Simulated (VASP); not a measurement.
# TiRh3 (Pm-3m) in VASP: notebook, part 2 of 2

VASP 6.6.1.

### Step 3. Electric field gradients, LDA (13.12 Å³/atom)

This run uses another cell than the first one, of 13.12 Å³/atom.

File INCAR:

```
PREC     = Accurate       # precision mode
ENCUT    = 520            # plane-wave cutoff, eV
EDIFF    = 1E-8           # SCF threshold, eV
ISMEAR   = -1             # smearing method
SIGMA    = 0.03           # smearing width, eV
LREAL    = F              # projectors in reciprocal space
LASPH    = T              # aspherical terms in the spheres
NELM     = 60             # most SCF steps
ALGO     = Normal         # electronic algorithm
ISIF     = 2              # what is computed and relaxed
LWAVE    = F              # write WAVECAR
LCHARG   = F              # write CHGCAR
GGA      = CA             # functional
LEFG     = T            
NBANDS   = 36             # bands
```

File KPOINTS:

```
regular mesh
0
Gamma
  10 10 10
```

File POSCAR:

```
TiRh3
1.0
    3.7439781075      0.0000000000      0.0000000000
    0.0000000000      3.7439781075      0.0000000000
    0.0000000000      0.0000000000      3.7439781075
Ti Rh
1 3
Direct
    0.0000000000      0.0000000000      0.0000000000
    0.0000000000      0.5000000000      0.5000000000
    0.5000000000      0.0000000000      0.5000000000
    0.5000000000      0.5000000000      0.0000000000
```

Potentials or basis: VASP PAW LDA potentials, release 64 (Ti_sv, Rh_pv).

On the command line:

```
cat potpaw_LDA.64/Ti_sv/POTCAR potpaw_LDA.64/Rh_pv/POTCAR > POTCAR
mpirun -np 1 vasp_std > vasp.out
```

OUTCAR:

```text
PREC = Accurate
   ENCUT = 520
   EDIFF = 1E-8
   ISMEAR = -1
   LREAL = F
   LASPH = T
   NELM = 60
   ISIF = 2
   GGA = CA

 ion  position               nearest neighbor table
   1  0.000  0.000  0.000-   2 2.65   3 2.65   4 2.65   2 2.65   3 2.65   2 2.65   4 2.65   2 2.65
                             3 2.65   4 2.65   3 2.65   4 2.65
   2  0.000  0.500  0.500-   1 2.65   3 2.65   4 2.65   1 2.65   4 2.65   1 2.65   3 2.65   1 2.65
                             3 2.65   4 2.65   4 2.65   3 2.65
   3  0.500  0.000  0.500-   1 2.65   2 2.65   4 2.65   1 2.65   4 2.65   2 2.65   4 2.65   4 2.65
                             1 2.65   2 2.65   1 2.65   2 2.65
   4  0.500  0.500  0.000-   1 2.65   2 2.65   3 2.65   2 2.65   3 2.65   1 2.65   3 2.65   3 2.65
                             1 2.65   2 2.65   2 2.65   1 2.65

  LATTYP: Found a simple cubic cell.
 ALAT       =     3.7439781075

  Lattice vectors:

 A1 = (   3.7439781075,   0.0000000000,   0.0000000000)
 A2 = (   0.0000000000,   3.7439781075,   0.0000000000)
 A3 = (   0.0000000000,   0.0000000000,   3.7439781075)

Analysis of symmetry for initial positions (statically):
=====================================================================
 Subroutine PRICEL returns:
 Original cell was already a primitive cell.

 Routine SETGRP: Setting up the symmetry group for a
 simple cubic supercell.

 Subroutine GETGRP returns: Found 48 space group operations
 (whereof 48 operations were pure point group operations)
[... 1109 lines left out ...]
     36      19.3748      0.00000

 [... further k-points ...]

------------------------ aborting loop because EDIFF is reached ----------------------------------------

  FORCE on cell =-STRESS in cart. coord.  units (eV):
  Direction    XX          YY          ZZ          XY          YZ          ZX
  --------------------------------------------------------------------------------------
  -------------------------------------------------------------------------------------
  Total        2.2996842      2.2996842      2.2996842     -0.0000000     -0.0000000      0.0000000
  in kB       70.2067535     70.2067535     70.2067535     -0.0000000     -0.0000000      0.0000000
  external PRESSURE =      70.2067535 kB  Pullay stress =       0.0000000 kB

 VOLUME and BASIS-vectors are now :
 -----------------------------------------------------------------------------
  energy-cutoff  :      520.00
  volume of cell :       52.48
      direct lattice vectors                 reciprocal lattice vectors
     3.743978107  0.000000000  0.000000000     0.267095579  0.000000000  0.000000000
     0.000000000  3.743978107  0.000000000     0.000000000  0.267095579  0.000000000
     0.000000000  0.000000000  3.743978107     0.000000000  0.000000000  0.267095579

 POSITION                                       TOTAL-FORCE (eV/Angst)
 -----------------------------------------------------------------------------------
      0.00000      0.00000      0.00000         0.000000      0.000000      0.000000
      0.00000      1.87199      1.87199         0.000000      0.000000      0.000000
      1.87199      0.00000      1.87199         0.000000      0.000000      0.000000
      1.87199      1.87199      0.00000         0.000000      0.000000      0.000000
 -----------------------------------------------------------------------------------
    total drift:                                0.000000      0.000000      0.000000

  FREE ENERGIE OF THE ION-ELECTRON SYSTEM (eV)
  ---------------------------------------------------
  free  energy   TOTEN  =       -37.1884814041 eV

  energy  without entropy=      -37.1777101342  energy(sigma->0) =      -37.18309577

 Electric field gradients (V/A^2)
---------------------------------------------------------------------
 ion       V_xx      V_yy      V_zz      V_xy      V_xz      V_yz
---------------------------------------------------------------------
   1      -0.000    -0.000    -0.000    -0.000     0.000     0.000
   2     -39.534    19.767    19.767     0.000     0.000     0.000
   3      19.767   -39.534    19.767     0.000     0.000     0.000
   4      19.767    19.767   -39.534     0.000     0.000    -0.000
---------------------------------------------------------------------

 Electric field gradients after diagonalization (V/A^2)
 (convention: |V_zz| > |V_xx| > |V_yy|)
----------------------------------------------------------------------
 ion       V_xx      V_yy      V_zz     asymmetry (V_yy - V_xx)/ V_zz
----------------------------------------------------------------------
   1      -0.000    -0.000    -0.000      -0.308
   2      19.767    19.767   -39.534       0.000
   3      19.767    19.767   -39.534       0.000
   4      19.767    19.767   -39.534       0.000
----------------------------------------------------------------------

           NMR quadrupolar parameters

 Cq : quadrupolar parameter    Cq=e*Q*V_zz/h
 eta: asymmetry parameters     (V_yy - V_xx)/ V_zz
 Q  : nuclear electric quadrupole moment in mb (millibarn)
----------------------------------------------------------------------
 ion       Cq(MHz)       eta       Q (mb)
----------------------------------------------------------------------
   1      -0.000      -0.308       1.000
   2      -0.096       0.000       1.000
   3      -0.096       0.000       1.000
   4      -0.096       0.000       1.000
----------------------------------------------------------------------
```

stdout:

```text
POSCAR found type information on POSCAR TiRh
 POSCAR found :  2 types and       4 ions
 scaLAPACK will be used
 LDA part: xc-table for (Slater(with rela. corr.)+CA(PZ))
 , standard interpolation
 POSCAR, INCAR and KPOINTS ok, starting setup
 FFT: planning ... GRIDC
 FFT: planning ... GRID_SOFT
 FFT: planning ... GRID
 WAVECAR not read
 entering main loop
ion   1

ion   2

ion   3

ion   4
```

It took 2.2 min on 1 thread of Intel Xeon 8259CL, shared host; peak memory 0.2 GiB.

What came out:

```yaml
Free_energy: -37.1885 eV
Pressure: 7.0 GPa
Band_gap_on_the_k_mesh: zero (an odd number of electrons rules out a gap without spin polarisation)
Largest_electric_field_gradient_by_atom: Ti -0.0; Rh -39.5 V/Å²
```

Levels at points of the mesh, in eV from the Fermi level:
| k point | band 25 | band 26 | band 27 | band 28 | band 29 | band 30 | band 31 | band 32 | band 33 | band 34 |
| --- | --- | --- | --- | --- | --- | --- | --- | --- | --- | --- |
| (0.00, 0.00, 0.00) | -0.18 | 0.96 | 1.48 | 1.48 | 1.48 | 2.91 | 2.91 | 3.63 | 3.63 | 3.63 |
| (0.50, 0.00, 0.00) | -1.33 | -1.18 | -1.18 | -0.98 | 0.15 | 1.13 | 1.13 | 1.49 | 1.82 | 2.17 |
| (0.50, 0.50, 0.00) | -1.75 | -1.64 | -1.64 | -1.24 | -0.82 | -0.78 | 1.55 | 1.55 | 1.66 | 3.71 |
| (0.50, 0.50, 0.50) | -1.69 | 1.01 | 1.01 | 1.01 | 1.03 | 1.23 | 1.23 | 1.23 | 2.78 | 2.78 |

Electric field gradients, principal values (V/Å²):
```tsv
atom	least	middle	greatest (by size)
1 Ti	0.000	0.000	0.000
2 Rh	19.767	19.767	-39.534
3 Rh	19.767	19.767	-39.534
4 Rh	19.767	19.767	-39.534
```

Caveat: the cell stands under pressure; without QUAD_EFG the Cq values of the log hold for a quadrupole moment of 1 mb, not for the nuclei.

### Step 4. Electric field gradients, LDA (13.68 Å³/atom)

This run uses another cell than the first one, of 13.68 Å³/atom.

File INCAR:

```
SYSTEM = TiRh3
  PREC = Accurate
  ENCUT = 520
  EDIFF = 1E-8
  ISMEAR = -1
  SIGMA = 0.03
  LREAL = .FALSE.
  LASPH = .TRUE.
  NELM = 60
  ALGO = Normal
  ISIF = 2
  LWAVE = .FALSE.
  LCHARG = .FALSE.
  LEFG = .TRUE.
  NBANDS = 36
```

File KPOINTS:

```
Automatic mesh
0
G
  10 10 10
  0 0 0
```

File POSCAR:

```
TiRh3
1.0
    3.7963482204      0.0000000000      0.0000000000
    0.0000000000      3.7963482204      0.0000000000
    0.0000000000      0.0000000000      3.7963482204
Ti Rh
1 3
Direct
    0.0000000000      0.0000000000      0.0000000000
    0.0000000000      0.5000000000      0.5000000000
    0.5000000000      0.0000000000      0.5000000000
    0.5000000000      0.5000000000      0.0000000000
```

Potentials or basis: VASP PAW LDA potentials, release 64 (Ti_sv, Rh_pv).

On the command line:

```
cat potpaw_LDA.64/Ti_sv/POTCAR potpaw_LDA.64/Rh_pv/POTCAR > POTCAR
mpirun -np 1 vasp_std > vasp.out
```

OUTCAR:

```text
SYSTEM = TiRh3
   PREC = Accurate
   ENCUT = 520
   EDIFF = 1E-8
   ISMEAR = -1
   LREAL = .FALSE.
   LASPH = .TRUE.
   NELM = 60
   ISIF = 2

 ion  position               nearest neighbor table
   1  0.000  0.000  0.000-   2 2.68   3 2.68   4 2.68   2 2.68   3 2.68   2 2.68   4 2.68   2 2.68
                             3 2.68   4 2.68   3 2.68   4 2.68
   2  0.000  0.500  0.500-   1 2.68   3 2.68   4 2.68   1 2.68   4 2.68   1 2.68   3 2.68   1 2.68
                             3 2.68   4 2.68   4 2.68   3 2.68
   3  0.500  0.000  0.500-   1 2.68   2 2.68   4 2.68   1 2.68   4 2.68   2 2.68   4 2.68   4 2.68
                             1 2.68   2 2.68   1 2.68   2 2.68
   4  0.500  0.500  0.000-   1 2.68   2 2.68   3 2.68   2 2.68   3 2.68   1 2.68   3 2.68   3 2.68
                             1 2.68   2 2.68   2 2.68   1 2.68

  LATTYP: Found a simple cubic cell.
[... 1168 lines left out ...]
   1       0.000    -0.000    -0.000     0.000     0.000    -0.000
   2     -34.741    17.370    17.370     0.000     0.000    -0.000
   3      17.370   -34.741    17.370    -0.000     0.000     0.000
   4      17.370    17.370   -34.741     0.000     0.000    -0.000
---------------------------------------------------------------------

 Electric field gradients after diagonalization (V/A^2)
 (convention: |V_zz| > |V_xx| > |V_yy|)
----------------------------------------------------------------------
 ion       V_xx      V_yy      V_zz     asymmetry (V_yy - V_xx)/ V_zz
----------------------------------------------------------------------
   1      -0.000     0.000    -0.000      -0.321
   2      17.370    17.370   -34.741       0.000
   3      17.370    17.370   -34.741       0.000
   4      17.370    17.370   -34.741       0.000
----------------------------------------------------------------------

           NMR quadrupolar parameters

 Cq : quadrupolar parameter    Cq=e*Q*V_zz/h
 eta: asymmetry parameters     (V_yy - V_xx)/ V_zz
 Q  : nuclear electric quadrupole moment in mb (millibarn)
----------------------------------------------------------------------
 ion       Cq(MHz)       eta       Q (mb)
----------------------------------------------------------------------
   1      -0.000      -0.321       1.000
   2      -0.084       0.000       1.000
   3      -0.084       0.000       1.000
   4      -0.084       0.000       1.000
----------------------------------------------------------------------
```

OSZICAR:

```text
N       E                     dE             d eps       ncg     rms          rms(c)
DAV:   1     0.756234715437E+03    0.75623E+03   -0.33025E+04  4032   0.190E+03
DAV:   2     0.312818709310E+01   -0.75311E+03   -0.73498E+03  4160   0.589E+02
DAV:   3    -0.389289391356E+02   -0.42057E+02   -0.40093E+02  5320   0.140E+02
DAV:   4    -0.404383121767E+02   -0.15094E+01   -0.14970E+01  5148   0.226E+01
DAV:   5    -0.404645855810E+02   -0.26273E-01   -0.26263E-01  4872   0.298E+00    0.197E+01
DAV:   6    -0.377677193393E+02    0.26969E+01   -0.10833E+01  5132   0.262E+01    0.884E+00
DAV:   7    -0.379771578624E+02   -0.20944E+00   -0.91909E+00  5048   0.205E+01    0.702E+00
DAV:   8    -0.372087464182E+02    0.76841E+00   -0.15732E+00  5548   0.901E+00    0.192E+00
DAV:   9    -0.372195140945E+02   -0.10768E-01   -0.17542E-01  5468   0.222E+00    0.138E+00
DAV:  10    -0.372042962656E+02    0.15218E-01   -0.10032E-01  4932   0.220E+00    0.280E-01
DAV:  11    -0.372031025883E+02    0.11937E-02   -0.89064E-03  5348   0.654E-01    0.172E-01
DAV:  12    -0.372028073669E+02    0.29522E-03   -0.71845E-04  5072   0.185E-01    0.356E-02
DAV:  13    -0.372028060782E+02    0.12887E-05   -0.50743E-05  4512   0.484E-02    0.146E-02
DAV:  14    -0.372028049058E+02    0.11724E-05   -0.95578E-06  4900   0.211E-02    0.409E-03
DAV:  15    -0.372028048304E+02    0.75343E-07   -0.34101E-07  4324   0.456E-03    0.403E-03
DAV:  16    -0.372028046995E+02    0.13092E-06   -0.37104E-07  4996   0.348E-03    0.571E-04
DAV:  17    -0.372028046961E+02    0.34361E-08   -0.20568E-08  3372   0.903E-04
   1 F= -.37202805E+02 E0= -.37197096E+02  d E =-.114182E-01
```

stdout:

```text
POSCAR found type information on POSCAR TiRh
 POSCAR found :  2 types and       4 ions
 scaLAPACK will be used
 LDA part: xc-table for (Slater(with rela. corr.)+CA(PZ))
 , standard interpolation
 POSCAR, INCAR and KPOINTS ok, starting setup
 FFT: planning ... GRIDC
 FFT: planning ... GRID_SOFT
 FFT: planning ... GRID
 WAVECAR not read
 entering main loop
ion   1

ion   2

ion   3

ion   4
```

It took 1.9 min on 1 thread of Intel Xeon 8259CL, shared host; peak memory 0.21 GiB.

What came out:

* Free energy: -37.2028 eV
* Pressure: -4.7 GPa
* Band gap on the k mesh: zero (an odd number of electrons rules out a gap without spin polarisation)
* Largest electric field gradient by atom: Ti -0.0; Rh -34.7 V/Å²

Electric field gradients, principal values (V/Å²):
```tsv
atom	least	middle	greatest (by size)
1 Ti	0.000	0.000	0.000
2 Rh	17.370	17.370	-34.741
3 Rh	17.370	17.370	-34.741
4 Rh	17.370	17.370	-34.741
```

Caveat: the cell stands under tension; without QUAD_EFG the Cq values of the log hold for a quadrupole moment of 1 mb, not for the nuclei.

### Step 5. Electric field gradients, LDA (13.68 Å³/atom)

This run uses another cell than the first one, of 13.68 Å³/atom.

File INCAR:

```
PREC = Accurate ; ENCUT = 520
EDIFF = 1E-8 ; ISMEAR = -1
SIGMA = 0.03 ; LREAL = F
LASPH = T ; NELM = 60
ALGO = Normal ; ISIF = 2
LWAVE = F ; LCHARG = F
LEFG = T ; NBANDS = 36
```

File KPOINTS:

```
regular mesh
0
Gamma
  10 10 10
```

POSCAR is that of step 4.

Potentials or basis: VASP PAW LDA potentials, release 64 (Ti_sv, Rh_pv).

On the command line:

```
cat potpaw_LDA.64/Ti_sv/POTCAR potpaw_LDA.64/Rh_pv/POTCAR > POTCAR
mpirun -np 1 vasp_std > vasp.out
```

OUTCAR:

```text
PREC = Accurate
   ENCUT = 520
   EDIFF = 1E-8
   ISMEAR = -1
   LREAL = F
   LASPH = T
   NELM = 60
   ISIF = 2

 ion  position               nearest neighbor table
   1  0.000  0.000  0.000-   2 2.68   3 2.68   4 2.68   2 2.68   3 2.68   2 2.68   4 2.68   2 2.68
                             3 2.68   4 2.68   3 2.68   4 2.68
   2  0.000  0.500  0.500-   1 2.68   3 2.68   4 2.68   1 2.68   4 2.68   1 2.68   3 2.68   1 2.68
                             3 2.68   4 2.68   4 2.68   3 2.68
   3  0.500  0.000  0.500-   1 2.68   2 2.68   4 2.68   1 2.68   4 2.68   2 2.68   4 2.68   4 2.68
                             1 2.68   2 2.68   1 2.68   2 2.68
   4  0.500  0.500  0.000-   1 2.68   2 2.68   3 2.68   2 2.68   3 2.68   1 2.68   3 2.68   3 2.68
                             1 2.68   2 2.68   2 2.68   1 2.68

  LATTYP: Found a simple cubic cell.
 ALAT       =     3.7963482204

  Lattice vectors:

 A1 = (   3.7963482204,   0.0000000000,   0.0000000000)
 A2 = (   0.0000000000,   3.7963482204,   0.0000000000)
 A3 = (   0.0000000000,   0.0000000000,   3.7963482204)

Analysis of symmetry for initial positions (statically):
=====================================================================
 Subroutine PRICEL returns:
[... 1142 lines left out ...]
      1.89817      0.00000      1.89817         0.000000      0.000000      0.000000
      1.89817      1.89817      0.00000         0.000000      0.000000      0.000000
 -----------------------------------------------------------------------------------
    total drift:                                0.000000      0.000000      0.000000

  FREE ENERGIE OF THE ION-ELECTRON SYSTEM (eV)
  ---------------------------------------------------
  free  energy   TOTEN  =       -37.2028046961 eV

  energy  without entropy=      -37.1913864547  energy(sigma->0) =      -37.19709558

 Electric field gradients (V/A^2)
---------------------------------------------------------------------
 ion       V_xx      V_yy      V_zz      V_xy      V_xz      V_yz
---------------------------------------------------------------------
   1       0.000    -0.000    -0.000     0.000     0.000    -0.000
   2     -34.741    17.370    17.370     0.000     0.000    -0.000
   3      17.370   -34.741    17.370    -0.000     0.000     0.000
   4      17.370    17.370   -34.741     0.000     0.000    -0.000
---------------------------------------------------------------------

 Electric field gradients after diagonalization (V/A^2)
 (convention: |V_zz| > |V_xx| > |V_yy|)
----------------------------------------------------------------------
 ion       V_xx      V_yy      V_zz     asymmetry (V_yy - V_xx)/ V_zz
----------------------------------------------------------------------
   1      -0.000     0.000    -0.000      -0.321
   2      17.370    17.370   -34.741       0.000
   3      17.370    17.370   -34.741       0.000
   4      17.370    17.370   -34.741       0.000
----------------------------------------------------------------------

           NMR quadrupolar parameters

 Cq : quadrupolar parameter    Cq=e*Q*V_zz/h
 eta: asymmetry parameters     (V_yy - V_xx)/ V_zz
 Q  : nuclear electric quadrupole moment in mb (millibarn)
----------------------------------------------------------------------
 ion       Cq(MHz)       eta       Q (mb)
----------------------------------------------------------------------
   1      -0.000      -0.321       1.000
   2      -0.084       0.000       1.000
   3      -0.084       0.000       1.000
   4      -0.084       0.000       1.000
----------------------------------------------------------------------
```

Run time: 1.7 min. Hardware: 1 thread of Intel Xeon 8259CL, shared host; peak memory 0.21 GiB.

Results:

| Quantity | Value |
| --- | --- |
| Free energy | -37.2028 eV |
| Pressure | -4.7 GPa |
| Band gap on the k mesh | zero (an odd number of electrons rules out a gap without spin polarisation) |
| Largest electric field gradient by atom | Ti -0.0; Rh -34.7 V/Å² |

Electric field gradients, principal values (V/Å²):
```tsv
atom	least	middle	greatest (by size)
1 Ti	0.000	0.000	0.000
2 Rh	17.370	17.370	-34.741
3 Rh	17.370	17.370	-34.741
4 Rh	17.370	17.370	-34.741
```

Caveat: the cell stands under tension; without QUAD_EFG the Cq values of the log hold for a quadrupole moment of 1 mb, not for the nuclei.

### Step 6. The runs side by side

```csv
cell,gap on the mesh (eV),pressure (GPa)
"a = 3.872 Å, 4 atoms",none,-17.8
"a = 3.744 Å, 4 atoms",none,7.0
"a = 3.796 Å, 4 atoms",none,-4.7
```

Alike in all rows: task electric field gradients; level LDA; potentials or basis VASP PAW LDA potentials, release 64 (Ti_sv, Rh_pv); no spin polarisation; k mesh 10 × 10 × 10; cutoff (eV) 520; smearing fermi-dirac 0.03 eV.

Caveats: the cell stands under tension (at least some runs); the cell stands under pressure (at least some runs).

Total energies depend on the potentials used, so only differences within one code and one set of settings carry meaning.
